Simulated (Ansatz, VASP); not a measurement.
One calculation of Cd, two programs

Contents of POSCAR:

```
Cd
1.0
   -1.6265724424      1.6265724424      1.6265724424
    1.6265724424     -1.6265724424      1.6265724424
    1.6265724424      1.6265724424     -1.6265724424
Cd
1
Direct
    0.0000000000      0.0000000000      0.0000000000
```

INCAR.step1

```
  PREC = Accurate
  ENCUT = 700
  ISMEAR = 0
  SIGMA = 0.1
  LREAL = False
  LASPH = True
  NELM = 120
  GGA = PE
  ALGO = Normal
  EDIFF = 1E-5
  LWAVE = True
  LCHARG = False
  GGA_COMPAT = False
  IBRION = 2
  ISIF = 3
  EDIFFG = -0.005
  NELMIN = 4
  NSW = 100
```

The input INCAR.step2:

```
  PREC = Accurate
  ENCUT = 700
  EDIFF = 1E-7
  ISMEAR = 0
  SIGMA = 0.1
  LREAL = False
  LASPH = True
  NELM = 120
  ALGO = Normal
  ISIF = 3
  LWAVE = False
  LCHARG = False
  METAGGA = R2SCAN
  LMIXTAU = True
  IBRION = 2
  NSW = 80
  EDIFFG = -0.05
  ISTART = 1
  GGA_COMPAT = False
  NELMIN = 4
```

KPOINTS

```
regular mesh
0
Gamma
  8 8 8
```

Input for Ansatz:

```yaml
crystal:
  lattice:
    - [-1.6265724424, 1.6265724424, 1.6265724424]
    - [1.6265724424, -1.6265724424, 1.6265724424]
    - [1.6265724424, 1.6265724424, -1.6265724424]
  atoms:
    - { symbol: Cd, position: [0.0, 0.0, 0.0] }
basis:
  ecutwfc: 500
kpoints:
  mp_grid: { grid: [8, 8, 8] }
hamiltonian:
  xc: r2scan
scf:
  occupations: { method: gaussian, width: 0.1 }
output:
  forces: true
  stress: true
  eigenvalues: true
relax:
  adjacent_minimum: "off"
  f_tol: 0.05
  max_steps: 60
  cell: { stress_tol: 0.5 }
```

Alike in both runs: task relaxation of cell and atoms; functional r2SCAN; k mesh 8 × 8 × 8; occupations gaussian, width 0.1 eV; no spin polarisation.

```csv
,VASP,Ansatz
version,VASP 6.6.1,Ansatz 0.2.0
potentials or method,"VASP PAW PBE potentials, release 64 (Cd_sv_GW), cutoff 700 eV","scalar-relativistic, plane waves, PAW"
valence electrons in the cell,20,20
```

Ansatz gave:

| Item | Value |
| --- | --- |
| gap on the k mesh at the Fermi level, each at its own relaxed structure (eV) | none |
| relaxed volume (Å³/atom) | 21.83 |
| relaxed length of the cell vector where the two differ most in proportion (Å) | 3.049 |

Problem. What did VASP give for the same quantities?

Solution. gap on the k mesh at the Fermi level, each at its own relaxed structure (eV): none; relaxed volume (Å³/atom): 21.42; relaxed length of the cell vector where the two differ most in proportion (Å): 3.030.

VASP's potentials were made for PBE, not for r2SCAN. A gap of «none» marks a metal or a gap that the smearing closes.

Noted on VASP's run: the volume moved by over 15 % at a fixed basis, so the end points are rough.
